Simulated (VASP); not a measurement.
Wanted: the native input for a VASP 6.6.1 run.

* Task: single point
* Functional: r2SCAN
* Potentials or basis: VASP PAW PBE potentials, release 64 (Li_sv)
* Cutoff: 520 eV
* k mesh: 14 × 14 × 14
* Occupations: fermi-dirac, width 0.1 eV
* Spin: no spin polarisation
* Dipole correction: no
* Further INCAR settings: ALGO = Normal; EDIFF = 1e-07; NBANDS = 8

Li:

```xyz
1
Lattice="-1.7401 1.7401 1.7401 1.7401 -1.7401 1.7401 1.7401 1.7401 -1.7401" Properties=species:S:1:pos:R:3 pbc="T T T"
Li    0.0000    0.0000    0.0000
```

These files were run (other wordings do the same):

POSCAR

```
Li
1.0
   -1.7401229258      1.7401229258      1.7401229258
    1.7401229258     -1.7401229258      1.7401229258
    1.7401229258      1.7401229258     -1.7401229258
Li
1
Direct
    0.0000000000      0.0000000000      0.0000000000
```

INCAR.step1

```
SYSTEM = Li
PREC = Accurate
ENCUT = 520
ISMEAR = -1
SIGMA = 0.1
LREAL = .False.
LASPH = .True.
NELM = 100
NBANDS = 8
GGA = PE
ALGO = Normal
EDIFF = 1E-4
LWAVE = .True.
LCHARG = .False.
```

INCAR.step2

```
SYSTEM = Li
PREC = Accurate
ENCUT = 520
EDIFF = 1E-7
ISMEAR = -1
SIGMA = 0.1
LREAL = .False.
LASPH = .True.
NELM = 100
ALGO = Normal
ISIF = 2
LWAVE = .False.
LCHARG = .False.
METAGGA = R2SCAN
LMIXTAU = .True.
NBANDS = 8
ISTART = 1
```

KPOINTS

```
regular mesh
0
Gamma
  14 14 14
  0 0 0
```

Potentials or basis: VASP PAW PBE potentials, release 64 (Li_sv).

Run with:

```bash
$ cat potpaw_PBE.64/Li_sv/POTCAR > POTCAR
$ cp INCAR.step1 INCAR
$ mpirun -np 1 vasp_std > vasp.out
$ cp INCAR.step2 INCAR
$ mpirun -np 1 vasp_std > vasp.out
```

Results of the run:

```yaml
Band_gap_on_the_k_mesh: zero (an odd number of electrons rules out a gap without spin polarisation)
```

It took 120 s on 1 thread of Intel Xeon 8259CL, on a shared host, peak memory 0.14 GiB.
